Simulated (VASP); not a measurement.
# BeTe (F-43m) in VASP: notebook, part 2 of 2

VASP 6.6.1.

## 3. Dielectric tensor, r2SCAN

The input, INCAR:

```
SYSTEM = BeTe
ALGO = Normal ; EDIFF = 1E-8
ENCUT = 520 ; ISIF = 2
ISMEAR = 0 ; LASPH = .True.
LCALCEPS = .True. ; LCHARG = .False.
LMIXTAU = .True. ; LREAL = .False.
LWAVE = .False. ; METAGGA = R2SCAN
NELM = 60 ; PREC = Accurate
SIGMA = 0.01
```

The input, KPOINTS:

```
k-points
0
Gamma
  6 6 6
  0 0 0
```

The input, POSCAR:

```
BeTe
1.0
    0.0000000000      2.8286236224      2.8286236224
    2.8286236224      0.0000000000      2.8286236224
    2.8286236224      2.8286236224      0.0000000000
Be Te
1 1
Direct
    0.0000000000      0.0000000000      0.0000000000
    0.2500000000      0.2500000000      0.2500000000
```

Potentials or basis: VASP PAW PBE potentials, release 64 (Be, Te).

Run with:

```console
cat potpaw_PBE.64/Be/POTCAR potpaw_PBE.64/Te/POTCAR > POTCAR
mpirun -np 1 vasp_std > vasp.out
```

OUTCAR:

```text
SYSTEM = BeTe
   EDIFF = 1E-8
   ENCUT = 520
   ISIF = 2
   ISMEAR = 0
   LASPH = .True.
   LREAL = .False.
   METAGGA = R2SCAN
   NELM = 60
   PREC = Accurate

 ion  position               nearest neighbor table
   1  0.000  0.000  0.000-   2 2.45   2 2.45   2 2.45   2 2.45
   2  0.250  0.250  0.250-   1 2.45   1 2.45   1 2.45   1 2.45

  LATTYP: Found a face centered cubic cell.
 ALAT       =     5.6572472448

  Lattice vectors:

 A1 = (   0.0000000000,   2.8286236224,   2.8286236224)
 A2 = (   2.8286236224,   0.0000000000,   2.8286236224)
 A3 = (   2.8286236224,   2.8286236224,   0.0000000000)

Analysis of symmetry for initial positions (statically):
=====================================================================
 Subroutine PRICEL returns:
 Original cell was already a primitive cell.

 Routine SETGRP: Setting up the symmetry group for a
 face centered cubic supercell.

 Subroutine GETGRP returns: Found 24 space group operations
 (whereof 24 operations were pure point group operations)
 out of a pool of 48 trial point group operations.

The static configuration has the point symmetry T_d .

Analysis of symmetry for dynamics (positions and initial velocities):
=====================================================================
 Subroutine PRICEL returns:
 Original cell was already a primitive cell.

 Routine SETGRP: Setting up the symmetry group for a
 face centered cubic supercell.

 Subroutine GETGRP returns: Found 24 space group operations
 (whereof 24 operations were pure point group operations)
 out of a pool of 48 trial point group operations.

The dynamic configuration has the point symmetry T_d .

 Subroutine INISYM returns: Found 24 space group operations
[... 400 lines left out ...]
      1      -6.9919      2.00000
      2       1.0181      2.00000
      3       3.1717      2.00000
      4       3.2107      2.00000
      5   10000.0000      0.00000
      6   10000.0000      0.00000
      7   10000.0000      0.00000
      8   10000.0000      0.00000

 [... further k-points ...]

------------------------ aborting loop because EDIFF is reached ----------------------------------------

            Ionic dipole moment: p[ion]=(     8.48587     8.48587     8.48587 ) |e| Angst

 Total electronic dipole moment: p[elc]=(     0.01775     0.01775     0.03219 ) |e| Angst

 MACROSCOPIC STATIC DIELECTRIC TENSOR (including local field effects)
 ------------------------------------------------------
           6.781507     0.000000    -0.000000
           0.000000     6.781507     0.000000
          -0.000000     0.000000     6.781507
 ------------------------------------------------------

 PIEZOELECTRIC TENSOR (including local field effects) (e Angst)
          XX          YY          ZZ          XY          YZ          ZX
  --------------------------------------------------------------------------------
  x    -0.00000     0.00000     0.00000    -0.00000    -1.43783    -0.00000
  y    -0.00000    -0.00000    -0.00000     0.00000     0.00000    -1.43783
  z     0.00000     0.00000     0.00000    -1.43783     0.00000     0.00000

 PIEZOELECTRIC TENSOR (including local field effects) (C/m^2)
          XX          YY          ZZ          XY          YZ          ZX
  --------------------------------------------------------------------------------
  x    -0.00000     0.00000     0.00000    -0.00000    -0.50894    -0.00000
  y    -0.00000    -0.00000    -0.00000     0.00000     0.00000    -0.50894
  z     0.00000     0.00000     0.00000    -0.50894     0.00000     0.00000

 BORN EFFECTIVE CHARGES (including local field effects) (in |e|, cummulative output)
 ---------------------------------------------------------------------------------
 ion    1
    1     1.43136     0.00000    -0.00000
    2    -0.00000     1.43136     0.00000
    3     0.00000     0.00000     1.43136
 ion    2
    1    -1.43136     0.00000     0.00000
    2     0.00000    -1.43136     0.00000
    3    -0.00000     0.00000    -1.43136

  FORCE on cell =-STRESS in cart. coord.  units (eV):
  Direction    XX          YY          ZZ          XY          YZ          ZX
  --------------------------------------------------------------------------------------
  -------------------------------------------------------------------------------------
  Total        0.0591067      0.0591067      0.0591067      0.0000000      0.0000000     -0.0000000
  in kB        2.0921455      2.0921455      2.0921455      0.0000000      0.0000000     -0.0000000
  external PRESSURE =       2.0921455 kB  Pullay stress =       0.0000000 kB

 VOLUME and BASIS-vectors are now :
 -----------------------------------------------------------------------------
  energy-cutoff  :      520.00
  volume of cell :       45.26
      direct lattice vectors                 reciprocal lattice vectors
     0.000000000  2.828623622  2.828623622    -0.176764415  0.176764415  0.176764415
     2.828623622  0.000000000  2.828623622     0.176764415 -0.176764415  0.176764415
     2.828623622  2.828623622  0.000000000     0.176764415  0.176764415 -0.176764415

 POSITION                                       TOTAL-FORCE (eV/Angst)
 -----------------------------------------------------------------------------------
      0.00000      0.00000      0.00000         0.000000      0.000000      0.000000
      1.41431      1.41431      1.41431        -0.000000     -0.000000     -0.000000
 -----------------------------------------------------------------------------------
    total drift:                                0.000000      0.000000      0.000000

  FREE ENERGIE OF THE ION-ELECTRON SYSTEM (eV)
  ---------------------------------------------------
  free  energy   TOTEN  =       -30.6801525896 eV

  energy  without entropy=      -30.6801525896  energy(sigma->0) =      -30.68015259
```

stdout:

```text
POSCAR found type information on POSCAR BeTe
 POSCAR found :  2 types and       2 ions
 scaLAPACK will be used
 -----------------------------------------------------------------------------
|                                                                             |
[... 105 lines left out ...]
 p_tot=(  0.850E+01  0.850E+01  0.852E+01 )
dp_tot=(  0.190E-04  0.190E-04  0.145E-01 )  diag[e(oo)]=(    ---      ---    6.81179 )
 p_tot=(  0.850E+01  0.850E+01  0.852E+01 )
dp_tot=(  0.189E-04  0.189E-04  0.145E-01 )  diag[e(oo)]=(    ---      ---    6.79277 )
 final diagonalization full
 p_tot=(  0.850E+01  0.850E+01  0.852E+01 )
dp_tot=(  0.188E-04  0.189E-04  0.145E-01 )  diag[e(oo)]=(    ---      ---    6.78151 )
```

It took 13 min on 1 thread of AMD EPYC 9R45 (Zen 5), shared host; peak memory 0.25 GiB.

Results:

```yaml
Band_gap_on_the_k_mesh: 2.37 eV (least direct gap 4.03 eV)
Electronic_dielectric_tensor_diagonal: 6.78
Born_charges_mean_of_the_diagonal: Be +1.43; Te -1.43 e
```

Electronic dielectric tensor:
```
6.78 0.00 0.00
0.00 6.78 0.00
0.00 0.00 6.78
```

Born effective charge tensors (e):
atom 1, Be
```
1.43 0.00 0.00
0.00 1.43 0.00
0.00 0.00 1.43
```
atom 2, Te
```
-1.43  0.00  0.00
 0.00 -1.43  0.00
 0.00  0.00 -1.43
```

Dipole moments of the cell (e·Å, modulo the quantum): ionic 8.486, 8.486, 8.486; electronic 0.018, 0.018, 0.032

Caveat: the PAW data sets were made with another functional, which shifts forces and pressure a little; spin-orbit coupling is left out, which moves the levels of the heavy elements. A k mesh can miss the band edges.
